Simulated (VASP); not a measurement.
Re: relaxation of cell and atoms with LDA

Re:

```
CELL_PARAMETERS angstrom
-1.42416 1.42416 1.42416
1.42416 -1.42416 1.42416
1.42416 1.42416 -1.42416
ATOMIC_POSITIONS crystal
Re 0.00000 0.00000 0.00000
```

This isn't the form of Re at room conditions, which is hcp.

```json
{"Program": "VASP 6.6.1", "Task": "relaxation of cell and atoms", "Functional": "LDA", "Potentials or basis": "VASP PAW LDA potentials, release 64 (Re)", "Cutoff": "600 eV", "k mesh": "19 × 19 × 19", "Occupations": "fermi-dirac, width 0.08 eV", "Spin": "no spin polarisation", "Target pressure": "140 GPa", "Dipole correction": "no", "Further INCAR settings": "ALGO = Normal; EDIFF = 1e-06; IBRION = 2; EDIFFG = -0.005; NSW = 60; ISIF = 3"}
```

```
Relaxed volume                                             : 11.70 Å³/atom
Relaxed cell                                               : a = 2.477 Å, b = 2.477 Å, c = 2.477 Å, α = 109.47°, β = 109.47°, γ = 109.47°
Space group after relaxing (to 0.1 Å)                      : Im-3m (No. 229)
Energy change on relaxing (the run minimises the enthalpy) : -133.8 meV/atom
Ionic steps                                                : 4
Pressure after relaxing                                    : 140.0 GPa
Band gap on the k mesh                                     : zero (an odd number of electrons rules out a gap without spin polarisation)
```

Step by step:
```
step  energy change (eV)  largest force (eV/Å)  pressure (GPa)  volume (Å³)
   1              0.0000                0.0000          152.23        11.55
   2             -0.9368                0.0000           52.64        13.09
   3             -0.1421                0.0000          139.22        11.71
   4             -0.1338                0.0000          140.01        11.70
```

Final structure:
```cif
data_structure
_symmetry_space_group_name_H-M 'P 1'
_symmetry_Int_Tables_number 1
_cell_length_a 2.4771
_cell_length_b 2.4771
_cell_length_c 2.4771
_cell_angle_alpha 109.471
_cell_angle_beta 109.471
_cell_angle_gamma 109.471
_cell_volume 11.70
loop_
_atom_site_label
_atom_site_type_symbol
_atom_site_fract_x
_atom_site_fract_y
_atom_site_fract_z
_atom_site_occupancy
Re1 Re 0.00000 0.00000 0.00000 1
```

Levels at points of the mesh, in eV from the Fermi level:
```csv
k point,band 1,band 2,band 3,band 4,band 5,band 6
"(0.00, 0.00, 0.00)",-12.43,-3.66,-3.66,-3.66,0.92,0.92
```

It took 71 s on 1 thread of Intel Xeon 8259CL (shared host), peak memory 0.15 GiB.

Caveat: the cell is relaxed towards a set pressure, so the run minimises the enthalpy, not the energy; spin-orbit coupling is left out, which moves the levels of the heavy elements.
